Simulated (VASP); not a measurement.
# LiCl (Fm-3m) in VASP: settings compared, part 2 of 2

VASP 6.6.1.

**5. Relaxation of cell and atoms, PBE+D3(BJ)**

The input, INCAR:

```
SYSTEM = LiCl
ALGO = Normal
EDIFF = 1E-7
EDIFFG = -0.05
ENCUT = 600
GGA = PE
IBRION = 2
ISIF = 3
ISMEAR = 0
IVDW = 12
LASPH = .True.
LCHARG = .False.
LREAL = .False.
LWAVE = .False.
NELM = 100
NSW = 80
PREC = Accurate
SIGMA = 0.01
```

The input, KPOINTS:

```
k-points
0
Gamma
  6 6 6
  0 0 0
```

The input, POSCAR:

```
LiCl
1.0
    0.0000000000      2.5647700000      2.5647700000
    2.5647700000      0.0000000000      2.5647700000
    2.5647700000      2.5647700000      0.0000000000
Li Cl
1 1
Direct
    0.0000000000      0.0000000000      0.0000000000
    0.5000000000      0.5000000000      0.5000000000
```

Potentials or basis: VASP PAW PBE potentials, release 64 (Li_sv, Cl).

The run is started by

```bash
> cat potpaw_PBE.64/Li_sv/POTCAR potpaw_PBE.64/Cl/POTCAR > POTCAR
> mpirun -np 1 vasp_std > vasp.out
```

OUTCAR:

```text
SYSTEM = LiCl
   EDIFF = 1E-7
   EDIFFG = -0.05
   ENCUT = 600
   GGA = PE
   IBRION = 2
   ISIF = 3
   ISMEAR = 0
   IVDW = 12
   LASPH = .True.
   LREAL = .False.
   NELM = 100
   NSW = 80
   PREC = Accurate
 IVDW          = 12

 ion  position               nearest neighbor table
   1  0.000  0.000  0.000-   2 2.56   2 2.56   2 2.56   2 2.56   2 2.56   2 2.56
   2  0.500  0.500  0.500-   1 2.56   1 2.56   1 2.56   1 2.56   1 2.56   1 2.56

  LATTYP: Found a face centered cubic cell.
 ALAT       =     5.1295400000

  Lattice vectors:

 A1 = (   0.0000000000,   2.5647700000,   2.5647700000)
 A2 = (   2.5647700000,   0.0000000000,   2.5647700000)
 A3 = (   2.5647700000,   2.5647700000,   0.0000000000)

Analysis of symmetry for initial positions (statically):
=====================================================================
 Subroutine PRICEL returns:
 Original cell was already a primitive cell.

 Routine SETGRP: Setting up the symmetry group for a
 face centered cubic supercell.

 Subroutine GETGRP returns: Found 48 space group operations
 (whereof 48 operations were pure point group operations)
 out of a pool of 48 trial point group operations.

The static configuration has the point symmetry O_h .

Analysis of symmetry for dynamics (positions and initial velocities):
[... 128 lines left out ...]
   LHFCALC =     F    Hartree Fock is set to
   AEXX    =    0.0000 exact exchange contribution
   IVDW    =    12    specifies the selected vdW correction
   LEPSILON=     F    determine dielectric tensor
   LRPA    =     F    only Hartree local field effects (RPA)
 conjugate gradient relaxation of ions
 non-spin polarized calculation
 Gauss-broadening in eV      SIGMA  =   0.01
  energy-cutoff  :      600.00
  volume of cell :       33.74
 maximum number of plane-waves:      1158
 NGX is ok and might be reduce to    30
   NGX = 15   NGY = 15   NGZ = 15

--------------------------------------- Ionic step        1  -------------------------------------------

 number of electron      10.0000004 magnetization

 Free energy of the ion-electron system (eV)
  ---------------------------------------------------
  ext. energy  EPLUGINS =         0.00000000
  ---------------------------------------------------
  free energy    TOTEN  =        -7.38531095 eV

  energy without entropy =       -7.38531095  energy(sigma->0) =       -7.38531095

------------------------ aborting loop because EDIFF is reached ----------------------------------------

 Edisp (eV)   -0.45044

 E8    (eV) :    -0.1699
[... 71 lines left out ...]
--------------------------------------- Ionic step        3  -------------------------------------------

 number of electron       9.9999994 magnetization

 Free energy of the ion-electron system (eV)
  ---------------------------------------------------
  ext. energy  EPLUGINS =         0.00000000
  ---------------------------------------------------
  free energy    TOTEN  =        -7.37015865 eV

  energy without entropy =       -7.37015865  energy(sigma->0) =       -7.37015865

 E-fermi :   1.0990     XC(G=0):  -8.9779

 val. band max:        1.0203209857   @ k =   0.0000   0.0000   0.0000
 cond. band min:       7.6995159226   @ k =   0.0000   0.0000   0.0000
 fundamental gap:      6.6791949369
 Fermi energy:         1.0990034156

 k-point     1 :       0.0000    0.0000    0.0000
  band No.  band energies     occupation
      1     -42.4078      2.00000
      2     -12.5846      2.00000
      3       1.0203      2.00000
      4       1.0203      2.00000
      5       1.0203      2.00000
      6       7.6995      0.00000
      7      13.0016      0.00000
      8      13.0016      0.00000
      9      13.0016      0.00000
[... 211 lines left out ...]
  FREE ENERGIE OF THE ION-ELECTRON SYSTEM (eV)
  ---------------------------------------------------
  free  energy   TOTEN  =        -7.8477847329 eV

  energy  without entropy=       -7.8477847329  energy(sigma->0) =       -7.84778473

 reached required accuracy - stopping structural energy minimisation
```

CONTCAR:

```text
LiCl
   1.00000000000000
     0.0000000000000000    2.5167417699170995    2.5167417699170995
     2.5167417699170995    0.0000000000000000    2.5167417699170995
     2.5167417699170995    2.5167417699170995    0.0000000000000000
  Li              Cl
     1     1
Direct
     0.0000000000000000    0.0000000000000000    0.0000000000000000
     0.5000000000000000    0.5000000000000000    0.5000000000000000

  0.00000000E+00  0.00000000E+00  0.00000000E+00
  0.00000000E+00  0.00000000E+00  0.00000000E+00
```

Wall time 18 s (1 thread of Intel Xeon Platinum 8259CL at 2.50GHz (Skylake/Cascade Lake), shared host); peak memory 0.17 GiB.

Results:

| Item | Value |
| --- | --- |
| Free energy | -7.8478 eV |
| Relaxed volume | 15.94 Å³/atom |
| Relaxed cell | a = 3.559 Å, b = 3.559 Å, c = 3.559 Å, α = 60.00°, β = 60.00°, γ = 60.00° |
| Space group after relaxing (to 0.05 Å) | Fm-3m (No. 225) |
| Energy gained by relaxing | 6.0 meV/atom |
| Ionic steps | 3 |
| Pressure after relaxing | -0.1 GPa |
| Band gap on the k mesh | 6.68 eV, direct |
| Dispersion energy per atom | -0.239 eV |

The path:
```csv
step,energy change (eV),largest force (eV/Å),pressure (GPa),volume (Å³)
1,0.0000,0.0000,-1.92,33.74
2,-0.0090,0.0000,-1.01,32.76
3,-0.0120,0.0000,-0.06,31.88
```

Final structure:
```
CELL_PARAMETERS angstrom
0.00000 2.51674 2.51674
2.51674 0.00000 2.51674
2.51674 2.51674 0.00000
ATOMIC_POSITIONS crystal
Li 0.00000 0.00000 0.00000
Cl 0.50000 0.50000 0.50000
```

Levels at points of the mesh, in eV from the valence-band top:
| k point | band 1 | band 2 | band 3 | band 4 | band 5 | band 6 | band 7 | band 8 | band 9 |
| --- | --- | --- | --- | --- | --- | --- | --- | --- | --- |
| (0.00, 0.00, 0.00) | -43.43 | -13.60 | 0.00 | 0.00 | 0.00 | 6.68 | 11.98 | 11.98 | 11.98 |
| (0.50, 0.00, 0.00) | -43.42 | -12.96 | -3.05 | -0.28 | -0.28 | 6.82 | 9.52 | 9.52 | 13.58 |
| (0.50, 0.50, 0.00) | -43.42 | -12.67 | -3.16 | -1.21 | -1.21 | 8.01 | 8.20 | 12.94 | 14.56 |

Caveat: the cutoff is under 1.25 times the usual one of these potentials, so pressure, stress and relaxed cells hold a basis-set (Pulay) error.

**6. The runs side by side**

| level | gap on the mesh (eV) | pressure (GPa) | relaxed volume (Å³/atom) |
| --- | --- | --- | --- |
| RPBE | 6.21 | -0.1 | 18.14 |
| PBE+D4 | 6.42 | -0.5 | 16.64 |
| revPBE+D3(BJ) | 6.99 | -0.1 | 15.65 |
| PBE+D3(BJ) | 6.68 | -0.1 | 15.94 |

Alike in all rows: task relaxation of cell and atoms; potentials or basis VASP PAW PBE potentials, release 64 (Li_sv, Cl); no spin polarisation; cell relaxed; k mesh 6 × 6 × 6; cutoff (eV) 600; smearing gaussian 0.01 eV.

Caveats: the cutoff is under 1.25 times the usual one of these potentials, so pressure, stress and relaxed cells hold a basis-set (Pulay) error; the PAW data sets were made with another functional, which shifts forces and pressure a little (some runs).

Absolute energies hang on the potentials; compare differences alone.
